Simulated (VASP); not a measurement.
A run of VASP 6.6.1 is set up as follows.

File INCAR:

```
SYSTEM = Rh
ALGO = Normal ; EDIFF = 1E-7
EDIFFG = -0.02 ; ENCUT = 500
GGA = PS ; GGA_COMPAT = .FALSE.
IBRION = 2 ; ISIF = 8
ISMEAR = 1 ; LASPH = .TRUE.
LCHARG = .FALSE. ; LREAL = .FALSE.
LWAVE = .FALSE. ; NELM = 120
NELMIN = 4 ; NSW = 80
PREC = Accurate ; SIGMA = 0.1
```

Contents of KPOINTS:

```
k-points
0
G
  12 12 12
  0 0 0
```

The input POSCAR:

```
Rh
1.0
    2.6839650000      0.0000000000      0.0000000000
    1.3419825000      2.3243818729      0.0000000000
    1.3419825000      0.7747939576      2.1914482458
Rh
1
Direct
    0.0000000000      0.0000000000      0.0000000000
```

Potentials or basis: VASP PAW PBE potentials, release 64 (Rh_pv).

Launch:

```console
$ cat potpaw_PBE.64/Rh_pv/POTCAR > POTCAR
$ mpirun -np 1 vasp_std > vasp.out
```

Predict the relaxed volume.

13.49 Å³/atom.

What does it give for the relaxed cell?

a = 2.672 Å, b = 2.672 Å, c = 2.672 Å, α = 60.00°, β = 60.00°, γ = 60.00°.

Predict the space group after relaxing (to 0.1 Å).

Fm-3m (No. 225).

What does it give for the band gap on the k mesh?

Zero (an odd number of electrons rules out a gap without spin polarisation).

Step by step:
```tsv
step	energy change (eV)	largest force (eV/Å)	pressure (GPa)	volume (Å³)
1	0.0000	0.0000	-3.84	13.67
2	0.0131	0.0000	11.18	13.03
3	-0.0022	0.0000	-0.03	13.49
```

Caveat: the PAW data sets were made with another functional, which shifts forces and pressure a little.
